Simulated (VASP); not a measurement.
# Sn8SeS7 (Pm) in VASP: notebook

Runs on Sn8SeS7. Level: PBEsol. Tasks: single point.

Program: VASP 6.6.1. These are calculated values, not measurements. Logs are shortened: lines on timing, memory, paths and dates and some standing lists are left out, and cuts for length are marked.

## Step 1: The cell of the first run

The structure is monoclinic, space group Pm (No. 6). The conventional cell has a = 4.253 Å, b = 8.012 Å, c = 11.142 Å, α = 90.00°, β = 90.09°, γ = 90.00°. Sn (site symmetry m) has 5 S at 2.64 to 3.22 Å and 1 Se at 3.30 Å and 2 Sn at 3.50 Å within 3.5 Å. Within 3.5 Å of Sn (site symmetry m) lie 6 S at 2.63 to 3.40 Å and 2 Sn at 3.42 Å. Within 3.5 Å of Sn (site symmetry 1) lie 6 S at 2.62 to 3.32 Å and 2 Sn at 3.42 to 3.43 Å. Sn (site symmetry m) has 5 S at 2.67 to 3.26 Å and 1 Se at 2.76 Å and 2 Sn at 3.42 Å within 3.5 Å. Within 3.5 Å of Sn (site symmetry m) lie 6 S at 2.64 to 3.31 Å and 2 Sn at 3.43 Å. Sn (site symmetry 1) has 4 S at 2.63 to 3.41 Å and 2 Se at 2.78 to 3.18 Å and 2 Sn at 3.42 to 3.50 Å within 3.5 Å. Within 3.6 Å of Se (site symmetry m) lie 6 Sn at 2.76 to 3.30 Å. Within 3.5 Å of S (site symmetry m) lie 6 Sn at 2.64 to 3.40 Å.

## Step 2: Single point, PBEsol

INCAR

```
  ALGO = Normal
  EDIFF = 1E-6
  ENCUT = 520
  GGA = PS
  ISIF = 2
  ISMEAR = 0
  LASPH = T
  LCHARG = T
  LELF = T
  LREAL = Auto
  LVHAR = T
  LWAVE = F
  NBANDS = 94
  NELM = 100
  PREC = Accurate
  SIGMA = 0.02
```

KPOINTS

```
k-points
0
Gamma
  2 2 4
```

POSCAR

```
Sn8SeS7
1.0
   11.1417090797      0.0000000000     -0.0085983558
    0.0000000000      8.0115952928      0.0000000000
   -0.0033166235      0.0000000000      4.2527567054
Sn Se S
8 1 7
Direct
    0.1206052838      0.1250000000      0.1096681958
    0.1210009491      0.6250000000      0.1098784923
    0.3813978882      0.3753909078      0.6104124738
    0.3813978882      0.8746090922      0.6104124738
    0.6133709363      0.1250000000      0.3781598046
    0.6162306079      0.6250000000      0.3885793945
    0.8798549614      0.3831791155      0.9041528637
    0.8798549614      0.8668208845      0.9041528637
    0.8584649052      0.1250000000      0.4699331909
    0.8506230917      0.6250000000      0.4775532936
    0.6454615901      0.3766406435      0.9742075425
    0.6454615901      0.8733593565      0.9742075425
    0.3550611307      0.1250000000      0.0216259743
    0.3543176692      0.6250000000      0.0221432990
    0.1484482735      0.3756158343      0.5224562974
    0.1484482735      0.8743841657      0.5224562974
```

Potentials or basis: VASP PAW PBE potentials, release 64 (Sn_d, Se, S).

Launch:

```
$ cat potpaw_PBE.64/Sn_d/POTCAR potpaw_PBE.64/Se/POTCAR potpaw_PBE.64/S/POTCAR > POTCAR
$ mpirun -np 1 vasp_std > vasp.out
```

OUTCAR:

```text
EDIFF = 1E-6
   ENCUT = 520
   GGA = PS
   ISIF = 2
   ISMEAR = 0
   LASPH = T
   LREAL = Auto
   NELM = 100
   PREC = Accurate

 ion  position               nearest neighbor table
   1  0.121  0.125  0.110-  13 2.64  15 2.68  16 2.68  15 3.22  16 3.22   8 3.50   7 3.50
   2  0.121  0.625  0.110-  14 2.63  15 2.68  16 2.68  15 3.21  16 3.21   8 3.42   7 3.42
   3  0.381  0.375  0.610-  15 2.62  14 2.68  13 2.68  14 3.22  13 3.22   5 3.42   6 3.43
   4  0.381  0.875  0.610-  16 2.62  14 2.68  13 2.68  14 3.22  13 3.22   5 3.42   6 3.43
   5  0.613  0.125  0.378-  11 2.67  12 2.67   9 2.76  13 3.25  11 3.26  12 3.26   4 3.42   3 3.42

   6  0.616  0.625  0.389-  10 2.64  11 2.68  12 2.68  12 3.20  11 3.20   3 3.43   4 3.43
   7  0.880  0.383  0.904-  11 2.63  10 2.67   9 2.78  10 3.13   9 3.18   2 3.42   1 3.50
   8  0.880  0.867  0.904-  12 2.63  10 2.67   9 2.78  10 3.13   9 3.18   2 3.42   1 3.50
   9  0.858  0.125  0.470-   5 2.76   7 2.78   8 2.78   7 3.18   8 3.18
  10  0.851  0.625  0.478-   6 2.64   7 2.67   8 2.67   7 3.13   8 3.13
  11  0.645  0.377  0.974-   7 2.63   5 2.67   6 2.68   6 3.20   5 3.26
  12  0.645  0.873  0.974-   8 2.63   5 2.67   6 2.68   6 3.20   5 3.26
  13  0.355  0.125  0.022-   1 2.64   4 2.68   3 2.68   4 3.22   3 3.22   5 3.25
  14  0.354  0.625  0.022-   2 2.63   3 2.68   4 2.68   3 3.22   4 3.22
  15  0.148  0.376  0.522-   3 2.62   2 2.68   1 2.68   2 3.21   1 3.22
  16  0.148  0.874  0.522-   4 2.62   2 2.68   1 2.68   2 3.21   1 3.22

  LATTYP: Found a simple monoclinic cell.
 ALAT       =     4.2527579987
 B/A-ratio  =     1.8838587324
 C/A-ratio  =     2.6198792409
 COS(beta)  =    -0.0015516020

  Lattice vectors:

 A1 = (  -0.0033166235,   0.0000000000,   4.2527567054)
 A2 = (   0.0000000000,  -8.0115952928,   0.0000000000)
 A3 = (  11.1417090797,   0.0000000000,  -0.0085983558)

Analysis of symmetry for initial positions (statically):
=====================================================================
 Subroutine PRICEL returns:
 Original cell was already a primitive cell.

 Routine SETGRP: Setting up the symmetry group for a
 simple monoclinic supercell.

 Subroutine GETGRP returns: Found  2 space group operations
 (whereof  1 operations were pure point group operations)
 out of a pool of  4 trial point group operations.

The static configuration has the point symmetry C_1 .
 The point group associated with its full space group is C_1h.

Analysis of symmetry for dynamics (positions and initial velocities):
=====================================================================
 Subroutine PRICEL returns:
 Original cell was already a primitive cell.

 Routine SETGRP: Setting up the symmetry group for a
 simple monoclinic supercell.

 Subroutine GETGRP returns: Found  2 space group operations
 (whereof  1 operations were pure point group operations)
 out of a pool of  4 trial point group operations.

The dynamic configuration has the point symmetry C_1 .
 The point group associated with its full space group is C_1h.

 Subroutine INISYM returns: Found  2 space group operations
 (whereof  1 operations are pure point group operations),
 and found     1 'primitive' translations

----------------------------------------------------------------------------------------

                                     Primitive cell

  volume of cell :     379.6130

  direct lattice vectors                    reciprocal lattice vectors
    11.141709080  0.000000000 -0.008598356     0.089752891  0.000000000  0.000069996
     0.000000000  8.011595293  0.000000000     0.000000000  0.124819086  0.000000000
    -0.003316624  0.000000000  4.252756705     0.000181465  0.000000000  0.235141738

  length of vectors
    11.141712397  8.011595293  4.252757999     0.089752918  0.124819086  0.235141808

  position of ions in fractional coordinates (direct lattice)
     0.120605284  0.125000000  0.109668196
     0.121000949  0.625000000  0.109878492
     0.381397888  0.375390908  0.610412474
     0.381397888  0.874609092  0.610412474
     0.613370936  0.125000000  0.378159805
     0.616230608  0.625000000  0.388579394
[... 8 lines left out ...]
     0.148448274  0.375615834  0.522456297
     0.148448274  0.874384166  0.522456297

  ion indices of the primitive-cell ions
   primitive index   ion index
                 1           1
                 2           2
                 3           3
                 4           4
                 5           5
                 6           6
[... 8 lines left out ...]
                15          15
                16          16

----------------------------------------------------------------------------------------

 KPOINTS: k-points

Automatic generation of k-mesh.
 Grid dimensions read from file:
 generate k-points for:    2    2    4

 Generating k-lattice:

  Cartesian coordinates                     Fractional coordinates (reciprocal lattice)
     0.044876446  0.000000000  0.000034998     0.500000000  0.000000000  0.000000000
     0.000000000  0.062409543  0.000000000     0.000000000  0.500000000  0.000000000
     0.000045366  0.000000000  0.058785434     0.000000000  0.000000000  0.250000000

  Length of vectors
     0.044876459  0.062409543  0.058785452

  Shift w.r.t. Gamma in fractional coordinates (k-lattice)
     0.000000000  0.000000000  0.000000000

 Subroutine IBZKPT returns following result:
 ===========================================

 Found     12 irreducible k-points:

 Following reciprocal coordinates:
            Coordinates               Weight
  0.000000  0.000000  0.000000      1.000000
  0.500000  0.000000  0.000000      1.000000
  0.000000  0.500000  0.000000      1.000000
  0.500000  0.500000  0.000000      1.000000
  0.000000  0.000000  0.250000      2.000000
  0.500000  0.000000  0.250000      2.000000
  0.000000  0.500000  0.250000      2.000000
  0.500000  0.500000  0.250000      2.000000
  0.000000  0.000000  0.500000      1.000000
  0.500000  0.000000  0.500000      1.000000
  0.000000  0.500000  0.500000      1.000000
  0.500000  0.500000  0.500000      1.000000
   k-points           NKPTS =     12   k-points in BZ     NKDIM =     12   number of bands    NBANDS=     94
   number of dos      NEDOS =    301   number of ions     NIONS =     16
   total plane-waves  NPLWV = 161280
   dimension x,y,z NGX =    84 NGY =   60 NGZ =   32
   dimension x,y,z NGXF=   168 NGYF=  120 NGZF=   64
   ions per type =               8   1   7
   NGX,Y,Z   is equivalent  to a cutoff of  12.53, 12.45, 12.51 a.u.
   NGXF,Y,Z  is equivalent  to a cutoff of  25.07, 24.90, 25.02 a.u.
 SYSTEM =  unknown system
   PREC   = accura    normal or accurate (medium, high low for compatibility)
   ISTART =      0    job   : 0-new  1-cont  2-samecut
   ICHARG =      2    charge: 1-file 2-atom 10-const
   ISPIN  =      1    spin polarized calculation?
   LNONCOLLINEAR =      F non collinear calculations
   LSORBIT =      F    spin-orbit coupling
   LASPH  =      T    aspherical Exc in radial PAW
   ENCUT  =  520.0 eV  38.22 Ry    6.18 a.u.  20.72 14.90  7.91*2*pi/ulx,y,z
   NELM   =    100;   NELMIN=  2; NELMDL= -5     # of ELM steps
   EDIFF  = 0.1E-05   stopping-criterion for ELM
   LREAL  =      T    real-space projection
   EDIFFG = 0.1E-04   stopping-criterion for IOM
   NSW    =      0    number of steps for IOM
   IBRION =     -1    ionic relax: 0-MD 1-quasi-New 2-CG
   NFREE  =      0    steps in history (QN), initial steepest desc. (CG)
   ISIF   =      2    stress and relaxation
   ISYM   =      2    0-nonsym 1-usesym 2-fastsym
   POTIM  = 0.5000    time-step for ionic-motion
   TEBEG  =    0.0;   TEEND  =   0.0 temperature during run
   PSTRESS=    0.0 pullay stress
   NELECT =     160.0000    total number of electrons
   NUPDOWN=      -1.0000    fix difference up-down
   EMIN   =  10.00;   EMAX   =-10.00  energy-range for DOS
   EFERMI =   0.00;   METHOD = LEGACY
   ISMEAR =     0;   SIGMA  =   0.02  broadening in eV -4-tet -1-fermi 0-gaus
   EFERMI_NEDOS =   21; number of points for ismear=-14 and -15
   IALGO  =     38    algorithm
   IMIX   =      4    mixing-type and parameters
     AMIX     =   0.40;   BMIX     =  1.00
     AMIX_MAG =   1.60;   BMIX_MAG =  1.00
  volume/ion in A,a.u.               =      23.73       160.11
  Fermi-wavevector in a.u.,A,eV,Ry     =   1.227442  2.319530 20.498740  1.506615
  Thomas-Fermi vector in A             =   2.362406
   LORBIT       =      0    0 simple, 1 ext, 2 COOP (PROOUT), +10 PAW based schemes
   GGA     = PS    functional components
   LHFCALC =     F    Hartree Fock is set to
   AEXX    =    0.0000 exact exchange contribution
   IVDW    =     0    specifies the selected vdW correction
   LEPSILON=     F    determine dielectric tensor
   LRPA    =     F    only Hartree local field effects (RPA)
 non-spin polarized calculation
 Gauss-broadening in eV      SIGMA  =   0.02
  energy-cutoff  :      520.00
  volume of cell :      379.61
 maximum number of plane-waves:     10256
 NGX is ok and might be reduce to    84
   NGX = 41   NGY = 29   NGZ = 15

 number of electron     160.0000068 magnetization

 Free energy of the ion-electron system (eV)
  ---------------------------------------------------
  ext. energy  EPLUGINS =         0.00000000
  ---------------------------------------------------
  free energy    TOTEN  =       -76.17605582 eV

  energy without entropy =      -76.17605582  energy(sigma->0) =      -76.17605582

 E-fermi :   6.5409     XC(G=0): -10.1797

 val. band max:        6.4035780760   @ k =   0.5000   0.0000   0.5000
 cond. band min:       7.0883870609   @ k =   0.0000   0.0000   0.0000
 fundamental gap:      0.6848089850
 Fermi energy:         6.5408993442

 k-point     1 :       0.0000    0.0000    0.0000
  band No.  band energies     occupation
      1     -14.8562      2.00000
      2     -14.8406      2.00000
      3     -14.8388      2.00000
      4     -14.8339      2.00000
      5     -14.8312      2.00000
      6     -14.8293      2.00000
[... 84 lines left out ...]
     91       9.3208      0.00000
     92       9.5092      0.00000

 k-point     2 :       0.5000    0.0000    0.0000
  band No.  band energies     occupation
      1     -14.8506      2.00000
      2     -14.8440      2.00000
      3     -14.8402      2.00000
      4     -14.8379      2.00000
      5     -14.8303      2.00000
      6     -14.8300      2.00000
[... 1034 lines left out ...]
     91       9.7215      0.00000
     92       9.9748      0.00000
 [bands above 92 left out]

------------------------ aborting loop because EDIFF is reached ----------------------------------------

  FORCE on cell =-STRESS in cart. coord.  units (eV):
  Direction    XX          YY          ZZ          XY          YZ          ZX
  --------------------------------------------------------------------------------------
  -------------------------------------------------------------------------------------
  Total        0.9082132      0.0329010     -0.8061004      0.0000000      0.0000000     -0.0227039
  in kB        3.8331633      0.1388606     -3.4021904      0.0000000      0.0000000     -0.0958232
  external PRESSURE =       0.1899445 kB  Pullay stress =       0.0000000 kB

 VOLUME and BASIS-vectors are now :
 -----------------------------------------------------------------------------
  energy-cutoff  :      520.00
  volume of cell :      379.61
      direct lattice vectors                 reciprocal lattice vectors
    11.141709080  0.000000000 -0.008598356     0.089752891  0.000000000  0.000069996
     0.000000000  8.011595293  0.000000000     0.000000000  0.124819086  0.000000000
    -0.003316624  0.000000000  4.252756705     0.000181465  0.000000000  0.235141738

 POSITION                                       TOTAL-FORCE (eV/Angst)
 -----------------------------------------------------------------------------------
      1.34339      1.00145      0.46536         0.026257      0.000000     -0.000892
      1.34779      5.00725      0.46625         0.038936      0.000000      0.006711
      4.24740      3.00748      2.59266        -0.041253     -0.002708      0.017853
      4.24740      7.00701      2.59266        -0.041253      0.002708      0.017853
      6.83275      1.00145      1.60295         0.031618      0.000000     -0.012960
      6.86457      5.00725      1.64724         0.036260      0.000000     -0.014167
[... 8 lines left out ...]
      1.65223      3.00928      2.22060        -0.026527      0.003115     -0.016238
      1.65223      7.00521      2.22060        -0.026527     -0.003115     -0.016238
 -----------------------------------------------------------------------------------
    total drift:                                0.019403     -0.000000      0.028244

  FREE ENERGIE OF THE ION-ELECTRON SYSTEM (eV)
  ---------------------------------------------------
  free  energy   TOTEN  =       -76.1760558191 eV

  energy  without entropy=      -76.1760558191  energy(sigma->0) =      -76.17605582
```

Wall time 8.9 min (1 thread of Intel Xeon Platinum 8259CL at 2.50GHz (Skylake/Cascade Lake), shared host); peak memory 0.53 GiB.

Results:

```
Free energy            : -76.1761 eV
Pressure               : 0.0 GPa
Largest force          : 0.045 eV/Å
Band gap on the k mesh : 0.68 eV, indirect (least direct gap 1.21 eV)
```

Forces on the atoms (eV/Å):
```
Sn   0.026  0.000 -0.001
Sn   0.039  0.000  0.007
Sn  -0.041 -0.003  0.018
Sn  -0.041  0.003  0.018
Sn   0.032  0.000 -0.013
Sn   0.036  0.000 -0.014
Sn  -0.020  0.002  0.007
Sn  -0.020 -0.002  0.007
Se   0.034  0.000  0.017
S    0.013  0.000  0.015
S   -0.009 -0.003  0.009
S   -0.009  0.003  0.009
S    0.013  0.000 -0.027
S    0.001  0.000 -0.018
S   -0.027  0.003 -0.016
S   -0.027 -0.003 -0.016
```

Caveat: the PAW data sets were made with another functional, which shifts forces and pressure a little; spin-orbit coupling is left out, which moves the levels of the heavy elements.

[end of part 1 of 2]
